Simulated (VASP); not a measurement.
## AlAs: single point with PBEsol

The system is AlAs.

```
Al As
1.0
     0.00000    2.83723    2.83723
     2.83723    0.00000    2.83723
     2.83723    2.83723    0.00000
Al As
1 1
Cartesian
  0.0000 0.0000 0.0000
  1.4186 1.4186 1.4186
```

| Property | Result |
| --- | --- |
| Program | VASP 6.6.1 |
| Task | single point |
| Functional | PBEsol |
| Potentials or basis | VASP PAW PBE potentials, release 64 (Al, As) |
| Cutoff | 500 eV |
| k mesh | 8 × 8 × 8 |
| Occupations | gaussian, width 0.02 eV |
| Spin | no spin polarisation |

```
Pressure               : 0.3 GPa
Band gap on the k mesh : 1.33 eV (least direct gap 1.92 eV)
```

Levels at points of the mesh, in eV from the valence-band top:
```csv
k point,band 1,band 2,band 3,band 4,band 5,band 6,band 7,band 8,band 9
"(0.00, 0.00, 0.00)",-11.85,0.00,0.00,0.00,1.92,4.25,4.25,4.25,8.67
"(0.50, 0.00, 0.00)",-10.44,-5.57,-0.82,-0.82,2.05,4.63,4.63,7.56,11.00
"(0.50, 0.50, 0.00)",-9.89,-5.42,-2.17,-2.17,1.33,2.22,10.23,10.23,11.59
```

It took 7.1 s on 1 thread of Intel(R) Xeon(R) 6975P-C (Granite Rapids) (shared host), peak memory 0.17 GiB.

Caveat: the PAW data sets were made with another functional, which shifts forces and pressure a little. A k mesh can miss the band edges.
